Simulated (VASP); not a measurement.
Set up this calculation in VASP 6.6.1, as the native input.

```
Task                   : relaxation of cell and atoms
Functional             : PBE
Potentials or basis    : VASP PAW PBE potentials, release 64 (Si)
Cutoff                 : 600 eV
k mesh                 : 8 × 8 × 8
Occupations            : gaussian, width 0.02 eV
Spin                   : no spin polarisation
Dipole correction      : no
Further INCAR settings : ALGO = Normal; EDIFF = 1e-06; IBRION = 2; EDIFFG = -0.01; NSW = 100; ISIF = 3
```

The structure of Si lies in POSCAR:

```
Si
1.0
    0.0000000000      2.7348876228      2.7348876228
    2.7348876228      0.0000000000      2.7348876228
    2.7348876228      2.7348876228      0.0000000000
Si
2
Direct
    0.7500000000      0.7500000000      0.7500000000
    0.5000000000      0.5000000000      0.5000000000
```

One way to write it, as run:

INCAR

```
SYSTEM = Si
PREC = Accurate
ENCUT = 600
EDIFF = 1E-6
ISMEAR = 0
SIGMA = 0.02
LREAL = .False.
LASPH = .True.
NELM = 100
ALGO = Normal
ISIF = 3
LWAVE = .False.
LCHARG = .False.
GGA = PE
IBRION = 2
NSW = 100
EDIFFG = -0.01
```

KPOINTS

```
Automatic mesh
0
Gamma
  8 8 8
  0 0 0
```

Potentials or basis: VASP PAW PBE potentials, release 64 (Si).

Command:

```bash
$ cat potpaw_PBE.64/Si/POTCAR > POTCAR
$ mpirun -np 1 vasp_std > vasp.out
```

Results of the run:

| Property | Result |
| --- | --- |
| Pressure after relaxing | 0.0 GPa |
| Band gap on the k mesh | 0.65 eV, indirect (least direct gap 2.56 eV) |

Caveat: the relaxation stopped at its first step, so nothing moved.

Wall time 4 s on 1 thread of Intel(R) Xeon(R) 6975P-C (Granite Rapids), on a shared host, peak memory 0.16 GiB.
